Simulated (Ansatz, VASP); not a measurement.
# Os: VASP beside Ansatz

```
Os
1.0
     2.62408    0.00000    0.00000
     0.00000    2.62408    0.00000
     0.00000    0.00000    2.62408
Os
1
Direct
  0.00000 0.00000 0.00000
```

Alike in both runs: task single point; functional PBE; k mesh 14 × 14 × 14; occupations fermi-dirac, width 0.1 eV; no spin polarisation.

|  | VASP | Ansatz |
| --- | --- | --- |
| version | VASP 6.6.1 | Ansatz 0.2.0 |
| potentials or method | VASP PAW PBE potentials, release 64 (Os), cutoff 520 eV | plane waves (420 eV) with PAW, scalar-relativistic |
| valence electrons in the cell | 8 | 16 |

VASP gave:

```
pressure (GPa) : -17.4
```

**Question.** Which values does Ansatz return?

**Answer.** Pressure (GPa): -17.0.

VASP's potentials hold 8 valence electrons a cell and Ansatz's 16, so a difference there can come from the potentials and not from the codes.

Spin-orbit coupling is off throughout.
